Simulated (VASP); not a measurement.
BaTiO3:

```
CELL_PARAMETERS angstrom
3.99980 0.00000 0.00000
0.00000 3.99980 0.00000
0.00000 0.00000 4.01800
ATOMIC_POSITIONS crystal
Ba 0.99557 0.99064 0.00350
Ti 0.50254 0.49192 0.46877
O 0.47922 0.51432 0.00641
O 0.50273 0.00330 0.50938
O 0.01995 0.49981 0.53994
```

- Program: VASP 6.6.1
- Task: relaxation of cell and atoms
- Functional: LDA
- Potentials or basis: VASP PAW LDA potentials, release 64 (Ba_sv, Ti_sv, O)
- Cutoff: 600 eV
- k mesh: 7 × 7 × 7
- Occupations: fermi-dirac, width 0.05 eV
- Spin: no spin polarisation
- Hubbard terms: Ti d U = 1.0 eV

At the start: pressure -5.1 GPa; volume 12.86 Å³/atom.

Q: Where does the relaxation end?

A: Over 19 steps the energy falls by 45.5 meV/atom and the volume is 12.40 Å³/atom (-3.5 %); space group P1 (No. 1, to 0.1 Å) before, Pm-3m (No. 221, to 0.1 Å).

The path:
| step | energy change (eV) | largest force (eV/Å) | pressure (GPa) | volume (Å³) |
| --- | --- | --- | --- | --- |
| 1 | 0.0000 | 1.2420 | -5.12 | 64.28 |
| 2 | -0.1380 | 0.7434 | 6.59 | 60.54 |
| 3 | -0.1439 | 0.7722 | 4.41 | 61.14 |
| 4 | -0.2117 | 0.2422 | -0.39 | 62.44 |
| 5 | -0.2122 | 0.2163 | -0.04 | 62.33 |
| 6 | -0.2186 | 0.1656 | -0.24 | 62.36 |
| 7 | -0.2224 | 0.1405 | -0.50 | 62.41 |
| 8 | -0.2259 | 0.0822 | 0.50 | 61.99 |
| 9 | -0.2259 | 0.0821 | 0.58 | 61.96 |
| 10 | -0.2261 | 0.0504 | -0.65 | 62.30 |
| 11 | -0.2267 | 0.0403 | -0.10 | 62.15 |
| 12 | -0.2269 | 0.0268 | -0.03 | 62.11 |
| 13 | -0.2270 | 0.0328 | 0.11 | 62.03 |
| 14 | -0.2270 | 0.0278 | 0.09 | 62.05 |
| 15 | -0.2272 | 0.0213 | -0.10 | 62.09 |
| 16 | -0.2272 | 0.0217 | -0.17 | 62.10 |
| 17 | -0.2273 | 0.0161 | -0.01 | 62.03 |
| 18 | -0.2273 | 0.0141 | 0.05 | 62.01 |
| 19 | -0.2273 | 0.0075 | 0.03 | 62.01 |

Final structure:
```cif
data_structure
_symmetry_space_group_name_H-M 'P 1'
_symmetry_Int_Tables_number 1
_cell_length_a 3.9550
_cell_length_b 3.9565
_cell_length_c 3.9628
_cell_angle_alpha 89.997
_cell_angle_beta 89.990
_cell_angle_gamma 89.987
_cell_volume 62.01
loop_
_atom_site_label
_atom_site_type_symbol
_atom_site_fract_x
_atom_site_fract_y
_atom_site_fract_z
_atom_site_occupancy
Ba1 Ba 0.99899 0.99809 0.00266 1
Ti1 Ti 0.49656 0.49456 0.49648 1
O1 O 0.50102 0.50189 0.01156 1
O2 O 0.50115 0.00361 0.50869 1
O3 O 0.00228 0.50186 0.50860 1
```
